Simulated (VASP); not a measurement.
Crystal: PtS2.

```
Pt S
1.0
     0.00000    3.04718    3.04718
     3.04718    0.00000    3.04718
     3.04718    3.04718    0.00000
Pt S
1 2
Cartesian
  0.0000 0.0000 0.0000
  1.5236 1.5236 1.5236
  4.5708 4.5708 4.5708
```

| Item | Value |
| --- | --- |
| Program | VASP 6.6.1 |
| Task | relaxation of cell and atoms |
| Functional | PBE |
| Potentials or basis | VASP PAW PBE potentials, release 64 (Pt, S) |
| Cutoff | 600 eV |
| k mesh | 6 × 6 × 6 |
| Occupations | fermi-dirac, width 0.02 eV |
| Spin | no spin polarisation |

At the start: pressure -6.8 GPa; volume 18.86 Å³/atom.

**Question.** How do energy, volume and symmetry change on relaxing?

**Answer.** Over 6 steps the energy falls by 25.8 meV/atom and the volume is 17.72 Å³/atom (-6.1 %); space group Fm-3m (No. 225, to 0.05 Å).

Step by step:
| step | energy change (eV) | largest force (eV/Å) | pressure (GPa) | volume (Å³) |
| --- | --- | --- | --- | --- |
| 1 | 0.0000 | 0.0000 | -6.81 | 56.59 |
| 2 | -0.0082 | 0.0000 | 8.09 | 50.27 |
| 3 | -0.0775 | 0.0000 | -0.06 | 53.19 |
| 4 | -0.0774 | 0.0000 | 0.10 | 53.12 |
| 5 | -0.0774 | 0.0000 | -0.11 | 53.20 |
| 6 | -0.0775 | 0.0000 | 0.01 | 53.16 |

Final structure:
```cif
data_structure
_symmetry_space_group_name_H-M 'P 1'
_symmetry_Int_Tables_number 1
_cell_length_a 4.2206
_cell_length_b 4.2206
_cell_length_c 4.2206
_cell_angle_alpha 60.000
_cell_angle_beta 60.000
_cell_angle_gamma 60.000
_cell_volume 53.16
loop_
_atom_site_label
_atom_site_type_symbol
_atom_site_fract_x
_atom_site_fract_y
_atom_site_fract_z
_atom_site_occupancy
Pt1 Pt 0.00000 0.00000 0.00000 1
S1 S 0.25000 0.25000 0.25000 1
S2 S 0.75000 0.75000 0.75000 1
```
